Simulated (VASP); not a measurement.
Here is a VASP 6.6.1 calculation.

Contents of INCAR:

```
PREC = Accurate
ENCUT = 520
EDIFF = 1E-8
ISMEAR = 0
SIGMA = 0.01
LREAL = False
LASPH = True
NELM = 60
ALGO = Normal
ISIF = 2
LWAVE = False
LCHARG = False
GGA = CA
IBRION = 8
NSW = 1
LEPSILON = True
```

Contents of KPOINTS:

```
Automatic mesh
0
Gamma
  8 8 8
```

Contents of POSCAR:

```
CaO
1.0
    0.0000000000      2.3537023226      2.3537023226
    2.3537023226      0.0000000000      2.3537023226
    2.3537023226      2.3537023226      0.0000000000
Ca O
1 1
Direct
    0.0000000000      0.0000000000      0.0000000000
    0.5000000000      0.5000000000      0.5000000000
```

Potentials or basis: VASP PAW LDA potentials, release 64 (Ca_sv, O).

Run with:

```console
$ cat potpaw_LDA.64/Ca_sv/POTCAR potpaw_LDA.64/O/POTCAR > POTCAR
$ mpirun -np 1 vasp_std > vasp.out
```

Predict the electronic dielectric tensor (diagonal).

3.89.

Predict the Born charges (mean of the diagonal).

Ca +2.38; O -2.38 e.

Predict the highest phonon frequency at Γ, LO-TO splitting left out.

299 cm⁻¹.

Phonon frequencies in cm⁻¹ (negative: imaginary):
```
              q point        frequencies
(0.000, 0.000, 0.000)  0 0 0 299 299 299
```

Caveat: the cell stands under pressure or tension, which shifts response properties.
